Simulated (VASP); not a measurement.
The system is CaSe.

```
Ca Se
1.0
     4.13168    0.00000    0.00000
    -2.06584    3.57814    0.00000
     0.00000    0.00000    7.16250
Ca Se
2 2
Cartesian
  0.0000 0.0000 0.0000
  0.0000 0.0000 3.5813
  0.0000 2.3854 1.7906
  2.0658 1.1927 5.3719
```

Base run:

| Quantity | Value |
| --- | --- |
| Program | VASP 6.6.1 |
| Functional | PBE |
| Potentials or basis | VASP PAW PBE potentials, release 64 (Ca_sv, Se) |
| Cutoff | 520 eV |
| k mesh | 6 × 6 × 4 |
| Occupations | gaussian, width 0.01 eV |
| Spin | no spin polarisation |

Its results: band gap on the k mesh 2.19 eV, indirect (least direct gap 2.43 eV); pressure 0.8 GPa.

Problem. The run is repeated on the same cell with these changes: functional from PBE to r2SCAN. What comes out?

Solution. Band gap on the k mesh 2.69 eV, indirect (least direct gap 2.93 eV); pressure 0.2 GPa.

r2SCAN gives the wider gap, since meta-GGAs in the generalised Kohn-Sham scheme recover part of the derivative discontinuity.

Caveats: the PAW data sets were made with another functional, which shifts forces and pressure a little (some runs).

A k mesh can miss the band edges.
